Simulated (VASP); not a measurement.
Crystal: KBr.

```xyz
4
Lattice="4.6976 0.0000 0.0000 0.0000 6.3640 0.0000 -4.6934 0.0000 4.7712" Properties=species:S:1:pos:R:3 pbc="T T T"
K    -0.2244    5.4284    0.2675
K    -2.5711    0.9356    2.6531
Br    0.2287    1.7817    4.5037
Br    2.5754    4.5823    2.1181
```

| Property | Result |
| --- | --- |
| Program | VASP 6.6.1 |
| Task | relaxation of cell and atoms |
| Functional | PBE |
| Potentials or basis | VASP PAW PBE potentials, release 64 (K_sv, Br) |
| Cutoff | 600 eV |
| k mesh | 6 × 4 × 4 |
| Occupations | gaussian, width 0.1 eV |
| Spin | no spin polarisation |

At the start: pressure 4.7 GPa; volume 35.66 Å³/atom.

How do energy, volume and symmetry change on relaxing?

Over 25 steps the energy falls by 360.7 meV/atom and the volume is 37.97 Å³/atom (+6.5 %); space group Pc (No. 7, to 0.1 Å) before, P4/nmm (No. 129, to 0.1 Å).

The path:
| step | energy change (eV) | largest force (eV/Å) | pressure (GPa) | volume (Å³) |
| --- | --- | --- | --- | --- |
| 1 | 0.0000 | 1.6461 | 4.70 | 142.64 |
| 2 | -0.7177 | 0.7873 | 0.18 | 165.07 |
| 3 | -0.7462 | 0.7075 | -0.26 | 169.49 |
| 4 | -0.7455 | 0.5949 | -0.92 | 178.50 |
| 5 | -0.7546 | 0.6461 | -0.62 | 173.80 |
| 6 | -0.8358 | 0.6378 | -0.50 | 171.10 |
| 7 | -1.0154 | 0.6042 | 0.05 | 162.96 |
| 8 | -0.9367 | 0.4789 | 2.73 | 146.57 |
| 9 | -1.0588 | 0.5854 | 0.75 | 156.82 |
| 10 | -1.1419 | 0.4369 | 0.43 | 159.04 |
| 11 | -1.2705 | 0.1686 | -0.23 | 165.77 |
| 12 | -1.2784 | 0.1844 | -0.34 | 167.73 |
| 13 | -1.3034 | 0.1618 | -0.20 | 164.15 |
| 14 | -1.3240 | 0.1747 | 0.11 | 158.53 |
| 15 | -1.3246 | 0.1931 | 0.20 | 157.17 |
| 16 | -1.3432 | 0.1814 | 0.06 | 157.37 |
| 17 | -1.3687 | 0.2381 | -0.25 | 157.67 |
| 18 | -1.3875 | 0.2208 | -0.21 | 155.86 |
| 19 | -1.4074 | 0.2356 | 0.07 | 150.48 |
| 20 | -1.4086 | 0.2238 | -0.02 | 151.71 |
| 21 | -1.4193 | 0.1853 | -0.02 | 151.48 |
| 22 | -1.4383 | 0.0634 | 0.03 | 150.78 |
| 23 | -1.4402 | 0.0617 | 0.07 | 150.45 |
| 24 | -1.4426 | 0.0419 | -0.05 | 151.74 |
| 25 | -1.4426 | 0.0396 | -0.06 | 151.90 |

Final structure:
```
K Br
1.0
     4.76273    0.00000    0.00794
     0.00000    6.73148    0.00000
    -4.76584    0.00000    4.73000
K Br
2 2
Cartesian
  -0.0031 5.0219 4.7369
  2.3799 1.7096 2.3719
  -0.0001 1.6784 0.0011
  -2.3830 5.0531 2.3661
```
